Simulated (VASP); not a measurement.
Crystal: BeTe.

```xyz
2
Lattice="0.0000 2.7700 2.7700 2.7700 0.0000 2.7700 2.7700 2.7700 0.0000" Properties=species:S:1:pos:R:3 pbc="T T T"
Be    0.0000    0.0000    0.0000
Te    1.3850    1.3850    1.3850
```

- Program: VASP 6.6.1
- Task: relaxation of cell and atoms
- Functional: r2SCAN
- Potentials or basis: VASP PAW PBE potentials, release 64 (Be, Te)
- Cutoff: 600 eV
- k mesh: 8 × 8 × 8
- Occupations: fermi-dirac, width 0.02 eV
- Spin: no spin polarisation

At the start: pressure 4.4 GPa; volume 21.25 Å³/atom.

Q: Where does the relaxation end?

A: Over 3 steps the energy falls by 19.0 meV/atom and the volume is 22.69 Å³/atom (+6.8 %); space group F-43m (No. 216, to 0.05 Å).

The path:
| step | energy change (eV) | largest force (eV/Å) | pressure (GPa) | volume (Å³) |
| --- | --- | --- | --- | --- |
| 1 | 0.0000 | 0.0000 | 4.44 | 42.51 |
| 2 | -0.0352 | 0.0000 | -1.06 | 46.23 |
| 3 | -0.0380 | 0.0000 | 0.01 | 45.39 |

Final structure:
```
Be Te
1.0
     0.00000    2.83119    2.83119
     2.83119    0.00000    2.83119
     2.83119    2.83119    0.00000
Be Te
1 1
Direct
  0.00000 0.00000 0.00000
  0.25000 0.25000 0.25000
```

Caveat: the PAW data sets were made with another functional, which shifts forces and pressure a little.
